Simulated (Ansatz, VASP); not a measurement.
**P7Ru: VASP beside Ansatz**

```
CELL_PARAMETERS angstrom
0.00000 4.17870 4.17870
4.17870 0.00000 4.17870
4.17870 4.17870 0.00000
ATOMIC_POSITIONS crystal
P 0.00000 0.00000 0.00000
P 0.00000 0.50000 0.00000
P 0.50000 0.00000 0.00000
P 0.00000 0.50000 0.50000
P 0.50000 0.00000 0.50000
P 0.00000 0.00000 0.50000
P 0.50000 0.50000 0.00000
Ru 0.50000 0.50000 0.50000
```

Change from the starting cell: species swapped into the CuPt7 type (Fm-3m, No. 225).

Alike in both runs: task relaxation of cell and atoms; functional PBE; k mesh 4 × 4 × 4; occupations gaussian, width 0.1 eV; no spin polarisation.

|  | VASP | Ansatz |
| --- | --- | --- |
| version | VASP 6.6.1 | Ansatz 0.2.0 |
| potentials or method | VASP PAW PBE potentials, release 64 (P, Ru_pv), cutoff 600 eV | scalar-relativistic, plane waves, PAW |
| valence electrons in the cell | 49 | 51 |

|  | VASP | Ansatz | Ansatz less VASP |
| --- | --- | --- | --- |
| gap on the k mesh at the Fermi level, each at its own relaxed structure (eV) | none | none | - |
| relaxed volume (Å³/atom) | 14.25 | 14.28 | +0.033 |
| relaxed length of the cell vector where the two differ most in proportion (Å) | 5.442 | 5.447 | +0.0042 |

A gap of «none» marks a metal or a gap that the smearing closes. VASP's potentials hold 49 valence electrons a cell and Ansatz's 51, so a difference there can come from the potentials and not from the codes.

Noted on VASP's run: the volume moved by over 15 % at a fixed basis, so the end points are rough.
